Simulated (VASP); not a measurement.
# TiO2 (C2/m) in VASP: single point with PBEsol

Aim: the single point of TiO2 with PBEsol.

Program: VASP 6.6.1. These are calculated values, not measurements. Logs are shortened: lines on timing, memory, paths and dates and some standing lists are left out, and cuts for length are marked.

## 1. The cell of the first run

Symmetry: C2/m, No. 12, monoclinic system. Conventional cell: a = 12.160 Å, b = 3.730 Å, c = 6.533 Å, α = 90.00°, β = 106.96°, γ = 90.00°. Within 2.4 Å of Ti (site symmetry m) lie 6 O at 1.76 to 2.30 Å. Within 2.5 Å of Ti (site symmetry m) lie 6 O at 1.85 to 2.12 Å. O (site symmetry m) has 3 Ti at 1.85 to 2.12 Å and 10 O at 2.51 to 2.96 Å within 3.0 Å. O (site symmetry m) has 3 Ti at 1.92 to 2.01 Å and 2 O at 2.50 Å within 2.5 Å. O (site symmetry m) has 2 Ti at 1.76 to 1.85 Å within 2.3 Å. Within 2.7 Å of O (site symmetry m) lie 4 Ti at 1.95 to 2.30 Å and 5 O at 2.50 to 2.67 Å.

## 2. Single point, PBEsol

Input file INCAR:

```
SYSTEM = TiO2
  ALGO = Normal
  EDIFF = 1E-7
  ENCUT = 520
  GGA = PS
  ISIF = 2
  ISMEAR = -1
  LASPH = .True.
  LCHARG = .False.
  LREAL = .False.
  LWAVE = .False.
  NBANDS = 60
  NELM = 100
  PREC = Accurate
  SIGMA = 0.02
```

Input file KPOINTS:

```
k-points
0
Gamma
  6 6 4
  0 0 0
```

Input file POSCAR:

```
TiO2
1.0
    6.0798008603     -1.8650703470     -0.0002547749
    6.0798008603      1.8650703470     -0.0002547749
   -1.9054748062      0.0000000000      6.2487351525
Ti O
4 8
Direct
    0.8049362907      0.8049362907      0.7163393823
    0.1009354975      0.1009354975      0.7085311530
    0.1950637093      0.1950637093      0.2836606177
    0.8990645025      0.8990645025      0.2914688470
    0.0582851038      0.0582851038      0.3699245989
    0.6382429950      0.6382429950      0.7051238965
    0.1337141350      0.1337141350      0.0034534206
    0.9417148962      0.9417148962      0.6300754011
    0.7361957627      0.7361957627      0.3481794391
    0.8662858650      0.8662858650      0.9965465794
    0.2638042373      0.2638042373      0.6518205609
    0.3617570050      0.3617570050      0.2948761035
```

Potentials or basis: VASP PAW PBE potentials, release 64 (Ti_sv, O).

Launch:

```bash
$ cat potpaw_PBE.64/Ti_sv/POTCAR potpaw_PBE.64/O/POTCAR > POTCAR
$ mpirun -np 1 vasp_std > vasp.out
```

OUTCAR:

```text
SYSTEM = TiO2
   EDIFF = 1E-7
   ENCUT = 520
   GGA = PS
   ISIF = 2
   ISMEAR = -1
   LASPH = .True.
   LREAL = .False.
   NELM = 100
   PREC = Accurate

 ion  position               nearest neighbor table
   1  0.805  0.805  0.716-  10 1.76   8 1.91  11 1.95  11 1.95   6 2.01   9 2.30
   2  0.101  0.101  0.709-   7 1.85   8 1.85   6 1.92   6 1.92  11 2.12   5 2.12
   3  0.195  0.195  0.284-   7 1.76   5 1.91   9 1.95   9 1.95  12 2.01  11 2.30
   4  0.899  0.899  0.291-  10 1.85   5 1.85  12 1.92  12 1.92   9 2.12   8 2.12
   5  0.058  0.058  0.370-   4 1.85   3 1.91   2 2.12
   6  0.638  0.638  0.705-   2 1.92   2 1.92   1 2.01
   7  0.134  0.134  0.003-   3 1.76   2 1.85
   8  0.942  0.942  0.630-   2 1.85   1 1.91   4 2.12
   9  0.736  0.736  0.348-   3 1.95   3 1.95   4 2.12   1 2.30
  10  0.866  0.866  0.997-   1 1.76   4 1.85
  11  0.264  0.264  0.652-   1 1.95   1 1.95   2 2.12   3 2.30
  12  0.362  0.362  0.295-   4 1.92   4 1.92   3 2.01

  LATTYP: Found a base centered monoclinic cell.
 ALAT       =    12.1596017313
 B/A-ratio  =     0.3067650386
 C/A-ratio  =     0.5372547494
 COS(beta)  =    -0.2917180314

  Lattice vectors:

 A1 = (   6.0798008603,  -1.8650703470,  -0.0002547749)
 A2 = (   6.0798008603,   1.8650703470,  -0.0002547749)
 A3 = (  -1.9054748062,   0.0000000000,   6.2487351525)

Analysis of symmetry for initial positions (statically):
=====================================================================
 Subroutine PRICEL returns:
 Original cell was already a primitive cell.

 Routine SETGRP: Setting up the symmetry group for a
 base centered monoclinic supercell.

 Subroutine GETGRP returns: Found  4 space group operations
 (whereof  4 operations were pure point group operations)
 out of a pool of  4 trial point group operations.

The static configuration has the point symmetry C_2h.

Analysis of symmetry for dynamics (positions and initial velocities):
=====================================================================
 Subroutine PRICEL returns:
 Original cell was already a primitive cell.

 Routine SETGRP: Setting up the symmetry group for a
 base centered monoclinic supercell.

 Subroutine GETGRP returns: Found  4 space group operations
 (whereof  4 operations were pure point group operations)
 out of a pool of  4 trial point group operations.

The dynamic configuration has the point symmetry C_2h.

 Subroutine INISYM returns: Found  4 space group operations
 (whereof  4 operations are pure point group operations),
 and found     1 'primitive' translations

----------------------------------------------------------------------------------------

                                     Primitive cell

  volume of cell :     141.7102

  direct lattice vectors                    reciprocal lattice vectors
     6.079800860 -1.865070347 -0.000254775     0.082240587 -0.268086403  0.025078254
     6.079800860  1.865070347 -0.000254775     0.082240587  0.268086403  0.025078254
    -1.905474806  0.000000000  6.248735153     0.000006706  0.000000000  0.160034432

  length of vectors
     6.359439123  6.359439123  6.532803781     0.281536414  0.281536414  0.160034432

  position of ions in fractional coordinates (direct lattice)
     0.804936291  0.804936291  0.716339382
     0.100935497  0.100935497  0.708531153
     0.195063709  0.195063709  0.283660618
     0.899064503  0.899064503  0.291468847
     0.058285104  0.058285104  0.369924599
     0.638242995  0.638242995  0.705123896
     0.133714135  0.133714135  0.003453421
     0.941714896  0.941714896  0.630075401
     0.736195763  0.736195763  0.348179439
     0.866285865  0.866285865  0.996546579
     0.263804237  0.263804237  0.651820561
     0.361757005  0.361757005  0.294876104

  ion indices of the primitive-cell ions
   primitive index   ion index
                 1           1
                 2           2
                 3           3
                 4           4
                 5           5
                 6           6
                 7           7
                 8           8
                 9           9
                10          10
                11          11
                12          12

----------------------------------------------------------------------------------------

 KPOINTS: k-points

Automatic generation of k-mesh.
 Grid dimensions read from file:
 generate k-points for:    6    6    4

 Generating k-lattice:

  Cartesian coordinates                     Fractional coordinates (reciprocal lattice)
     0.013706764 -0.044681067  0.004179709     0.166666667  0.000000000  0.000000000
     0.013706764  0.044681067  0.004179709     0.000000000  0.166666667  0.000000000
     0.000001677  0.000000000  0.040008608     0.000000000  0.000000000  0.250000000

  Length of vectors
     0.046922736  0.046922736  0.040008608

  Shift w.r.t. Gamma in fractional coordinates (k-lattice)
     0.000000000  0.000000000  0.000000000

 Subroutine IBZKPT returns following result:
 ===========================================

 Found     47 irreducible k-points:

 Following reciprocal coordinates:
            Coordinates               Weight
  0.000000  0.000000  0.000000      1.000000
  0.166667  0.000000 -0.000000      4.000000
  0.333333  0.000000  0.000000      4.000000
  0.500000  0.000000  0.000000      2.000000
  0.166667  0.166667 -0.000000      2.000000
  0.333333  0.166667  0.000000      4.000000
[... 16 lines left out ...]
 -0.333333  0.166667  0.250000      4.000000
 -0.166667  0.166667  0.250000      4.000000
 [... further k-points ...]
   k-points           NKPTS =     47   k-points in BZ     NKDIM =     47   number of bands    NBANDS=     60
   number of dos      NEDOS =    301   number of ions     NIONS =     12
   total plane-waves  NPLWV = 115200
   dimension x,y,z NGX =    48 NGY =   48 NGZ =   50
   dimension x,y,z NGXF=    96 NGYF=   96 NGZF=  100
   ions per type =               4   8
   NGX,Y,Z   is equivalent  to a cutoff of  12.55, 12.55, 12.72 a.u.
   NGXF,Y,Z  is equivalent  to a cutoff of  25.10, 25.10, 25.45 a.u.
 SYSTEM =  TiO2
   PREC   = accura    normal or accurate (medium, high low for compatibility)
   ISTART =      0    job   : 0-new  1-cont  2-samecut
   ICHARG =      2    charge: 1-file 2-atom 10-const
   ISPIN  =      1    spin polarized calculation?
   LNONCOLLINEAR =      F non collinear calculations
   LSORBIT =      F    spin-orbit coupling
   LASPH  =      T    aspherical Exc in radial PAW
   ENCUT  =  520.0 eV  38.22 Ry    6.18 a.u.  11.82 11.82 12.15*2*pi/ulx,y,z
   NELM   =    100;   NELMIN=  2; NELMDL= -5     # of ELM steps
   EDIFF  = 0.1E-06   stopping-criterion for ELM
   LREAL  =      F    real-space projection
   EDIFFG = 0.1E-05   stopping-criterion for IOM
   NSW    =      0    number of steps for IOM
   IBRION =     -1    ionic relax: 0-MD 1-quasi-New 2-CG
   NFREE  =      0    steps in history (QN), initial steepest desc. (CG)
   ISIF   =      2    stress and relaxation
   ISYM   =      2    0-nonsym 1-usesym 2-fastsym
   POTIM  = 0.5000    time-step for ionic-motion
   TEBEG  =    0.0;   TEEND  =   0.0 temperature during run
   PSTRESS=    0.0 pullay stress
   NELECT =      96.0000    total number of electrons
   NUPDOWN=      -1.0000    fix difference up-down
   EMIN   =  10.00;   EMAX   =-10.00  energy-range for DOS
   EFERMI =   0.00;   METHOD = LEGACY
   ISMEAR =    -1;   SIGMA  =   0.02  broadening in eV -4-tet -1-fermi 0-gaus
   EFERMI_NEDOS =   21; number of points for ismear=-14 and -15
   IALGO  =     38    algorithm
   IMIX   =      4    mixing-type and parameters
     AMIX     =   0.40;   BMIX     =  1.00
     AMIX_MAG =   1.60;   BMIX_MAG =  1.00
  volume/ion in A,a.u.               =      11.81        79.69
  Fermi-wavevector in a.u.,A,eV,Ry     =   1.437799  2.717046 28.126864  2.067266
  Thomas-Fermi vector in A             =   2.556837
   LORBIT       =      0    0 simple, 1 ext, 2 COOP (PROOUT), +10 PAW based schemes
   GGA     = PS    functional components
   LHFCALC =     F    Hartree Fock is set to
   AEXX    =    0.0000 exact exchange contribution
   IVDW    =     0    specifies the selected vdW correction
   LEPSILON=     F    determine dielectric tensor
   LRPA    =     F    only Hartree local field effects (RPA)
 non-spin polarized calculation
  energy-cutoff  :      520.00
  volume of cell :      141.71
 maximum number of plane-waves:      3844
   NGX = 23   NGY = 23   NGZ = 25

 number of electron      95.9999999 magnetization

 Free energy of the ion-electron system (eV)
  ---------------------------------------------------
  ext. energy  EPLUGINS =         0.00000000
  ---------------------------------------------------
  free energy    TOTEN  =      -112.41794042 eV

  energy without entropy =     -112.41794042  energy(sigma->0) =     -112.41794042

 E-fermi :   3.2826     XC(G=0): -10.7048

 val. band max:        2.6717165055   @ k =  -0.3333   0.1667   0.5000
 cond. band min:       5.4709267317   @ k =   0.0000   0.0000   0.0000
 fundamental gap:      2.7992102262
 Fermi energy:         3.2826155022

 k-point     1 :       0.0000    0.0000    0.0000
  band No.  band energies     occupation
      1     -53.1118      2.00000
      2     -53.0970      2.00000
      3     -53.0062      2.00000
      4     -52.9988      2.00000
      5     -29.6755      2.00000
      6     -29.6219      2.00000
[... 52 lines left out ...]
     59       7.6980      0.00000
     60       7.9496      0.00000

 k-point     2 :       0.1667    0.0000   -0.0000
  band No.  band energies     occupation
      1     -53.1104      2.00000
      2     -53.0961      2.00000
      3     -53.0054      2.00000
      4     -52.9991      2.00000
      5     -29.6705      2.00000
      6     -29.6194      2.00000
[... 1375 lines left out ...]
     59       7.7307      0.00000
     60       7.8147      0.00000

 k-point    24 :      -0.1667    0.1667    0.2500
  band No.  band energies     occupation
      1     -53.1076      2.00000
      2     -53.0942      2.00000
      3     -53.0037      2.00000
      4     -52.9997      2.00000
      5     -29.6660      2.00000
      6     -29.6196      2.00000
[... 52 lines left out ...]
     59       7.5201      0.00000
     60       7.6783      0.00000

 [... further k-points ...]
[... 5 lines left out ...]
  --------------------------------------------------------------------------------------
  -------------------------------------------------------------------------------------
  Total        0.5581288      0.5026583      0.6773789      0.0000000      0.0000000      0.0395163
  in kB        6.3102115      5.6830607      7.6584543      0.0000000      0.0000000      0.4467720
  external PRESSURE =       6.5505755 kB  Pullay stress =       0.0000000 kB

 VOLUME and BASIS-vectors are now :
 -----------------------------------------------------------------------------
  energy-cutoff  :      520.00
  volume of cell :      141.71
      direct lattice vectors                 reciprocal lattice vectors
     6.079800860 -1.865070347 -0.000254775     0.082240587 -0.268086403  0.025078254
     6.079800860  1.865070347 -0.000254775     0.082240587  0.268086403  0.025078254
    -1.905474806  0.000000000  6.248735153     0.000006706  0.000000000  0.160034432

 POSITION                                       TOTAL-FORCE (eV/Angst)
 -----------------------------------------------------------------------------------
      8.42274      0.00000      4.47580         0.002329      0.000000     -0.079412
     -0.12275      0.00000      4.42737         0.016478      0.000000     -0.024543
      1.83139      0.00000      1.77242        -0.002329      0.000000      0.079412
     10.37688      0.00000      1.82085        -0.016478      0.000000      0.024543
      0.00384      0.00000      2.31153         0.023165      0.000000      0.007809
      6.41718      0.00000      4.40581        -0.010751      0.000000      0.001515
      1.61933      0.00000      0.02151        -0.014195      0.000000     -0.048822
     10.25029      0.00000      3.93669        -0.023165      0.000000     -0.007809
      8.28840      0.00000      2.17531        -0.004332      0.000000      0.011837
      8.63480      0.00000      6.22671         0.014195      0.000000      0.048822
      1.96573      0.00000      4.07292         0.004332      0.000000     -0.011837
      3.83694      0.00000      1.84242         0.010751      0.000000     -0.001515
 -----------------------------------------------------------------------------------
    total drift:                                0.000000      0.000000      0.000000

  FREE ENERGIE OF THE ION-ELECTRON SYSTEM (eV)
  ---------------------------------------------------
  free  energy   TOTEN  =      -112.4179404154 eV

  energy  without entropy=     -112.4179404154  energy(sigma->0) =     -112.41794042
```

Run time: 12 min. Hardware: 1 thread of Intel Xeon Platinum 8488C (Sapphire Rapids), shared host; peak memory 0.49 GiB.

Results:

```
Free energy            : -112.4179 eV
Pressure               : 0.7 GPa
Largest force          : 0.079 eV/Å
Band gap on the k mesh : 2.80 eV (least direct gap 2.99 eV)
```

Forces on the atoms (eV/Å):
```
Ti   0.002  0.000 -0.079
Ti   0.016  0.000 -0.025
Ti  -0.002  0.000  0.079
Ti  -0.016  0.000  0.025
O    0.023  0.000  0.008
O   -0.011  0.000  0.002
O   -0.014  0.000 -0.049
O   -0.023  0.000 -0.008
O   -0.004  0.000  0.012
O    0.014  0.000  0.049
O    0.004  0.000 -0.012
O    0.011  0.000 -0.002
```

Caveat: the PAW data sets were made with another functional, which shifts forces and pressure a little.
